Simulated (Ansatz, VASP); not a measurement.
Ta: VASP beside Ansatz

```
Ta
1.0
    -1.62349    1.62349    1.62349
     1.62349   -1.62349    1.62349
     1.62349    1.62349   -1.62349
Ta
1
Direct
  0.00000 0.00000 0.00000
```

Alike in both runs: task relaxation of cell and atoms; functional LDA; k mesh 16 × 16 × 16; occupations gaussian, width 0.1 eV; no spin polarisation.

```csv
,VASP,Ansatz
version,VASP 6.6.1,Ansatz 0.2.0
potentials or method,"VASP PAW LDA potentials, release 64 (Ta_pv), cutoff 600 eV","scalar-relativistic, plane waves, PAW"
valence electrons in the cell,11,13
```

|  | VASP | Ansatz | Ansatz less VASP |
| --- | --- | --- | --- |
| gap on the k mesh at the Fermi level, each at its own relaxed structure (eV) | none | none | - |
| relaxed volume (Å³/atom) | 17.28 | 17.21 | -0.069 |
| relaxed length of the cell vector where the two differ most in proportion (Å) | 2.821 | 2.817 | -0.0038 |

Ansatz warns that its potentials were made for another functional, while VASP's fit it. LDA's correlation is that of Perdew and Zunger in VASP and of Perdew and Wang (1992) in Ansatz. A gap of «none» marks a metal or a gap that the smearing closes. VASP's potentials hold 11 valence electrons a cell and Ansatz's 13, so a difference there can come from the potentials and not from the codes.

Neither program's run includes spin-orbit coupling.
